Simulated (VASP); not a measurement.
AlNi: relaxation of cell and atoms with PBE

Crystal: AlNi.

```
Al Ni
1.0
     0.00000    2.31278    2.31278
     2.31278    0.00000    2.31278
     2.31278    2.31278    0.00000
Al Ni
1 1
Direct
  0.00000 0.00000 0.00000
  0.75000 0.75000 0.75000
```

```json
{
  "Program": "VASP 6.6.1",
  "Task": "relaxation of cell and atoms",
  "Functional": "PBE",
  "Potentials or basis": "VASP PAW PBE potentials, release 64 (Al, Ni)",
  "Cutoff": "600 eV",
  "k mesh": "6 × 6 × 6",
  "Occupations": "gaussian, width 0.1 eV",
  "Spin": "no spin polarisation",
  "Dipole correction": "no",
  "Further INCAR settings": "ALGO = Normal; EDIFF = 1e-07; IBRION = 2; EDIFFG = -0.04; NSW = 90; ISIF = 3"
}
```

```yaml
Relaxed_volume: 19.33 Å³/atom
Relaxed_cell: a = 3.795 Å, b = 3.795 Å, c = 3.795 Å, α = 60.00°, β = 60.00°, γ = 60.00°
Space_group_after_relaxing_to_0.1_Å: F-43m (No. 216)
Energy_gained_by_relaxing: 1046.0 meV/atom
Ionic_steps: 4
Pressure_after_relaxing: -0.3 GPa
Band_gap_on_the_k_mesh: zero (an odd number of electrons rules out a gap without spin polarisation)
```

Step by step:
```tsv
step	energy change (eV)	largest force (eV/Å)	pressure (GPa)	volume (Å³)
1	0.0000	0.0000	70.79	24.74
2	-1.6552	0.0000	-9.69	49.93
3	-2.0915	0.0000	0.60	38.17
4	-2.0919	0.0000	-0.28	38.66
```

Final structure:
```cif
data_structure
_symmetry_space_group_name_H-M 'P 1'
_symmetry_Int_Tables_number 1
_cell_length_a 3.7953
_cell_length_b 3.7953
_cell_length_c 3.7953
_cell_angle_alpha 60.000
_cell_angle_beta 60.000
_cell_angle_gamma 60.000
_cell_volume 38.66
loop_
_atom_site_label
_atom_site_type_symbol
_atom_site_fract_x
_atom_site_fract_y
_atom_site_fract_z
_atom_site_occupancy
Al1 Al 0.00000 0.00000 0.00000 1
Ni1 Ni 0.75000 0.75000 0.75000 1
```

Levels at points of the mesh, in eV from the Fermi level:
```
           k point  band 3  band 4  band 5  band 6  band 7  band 8  band 9  band 10
(0.00, 0.00, 0.00)   -1.80   -1.80   -1.19   -1.19    6.95    6.95    6.95     7.68
(0.50, 0.00, 0.00)   -1.69   -1.69   -1.09   -1.09   -0.85    4.77    4.77     8.08
(0.50, 0.50, 0.00)   -1.26   -1.23   -1.23   -0.98   -0.54    1.96    1.96     5.37
```

Run time: 18 s on 1 thread of Intel(R) Xeon(R) 6975P-C (Granite Rapids), on a shared host, peak memory 0.15 GiB.

Caveat: the k points lie up to 0.34 Å⁻¹ apart in the final cell, too coarse for converged energies and pressures of a metal; the volume moved by over 15 % at a fixed basis, so the end points are rough. Spin polarisation is off, so any magnetic state and its effect on volume and gap are missing.
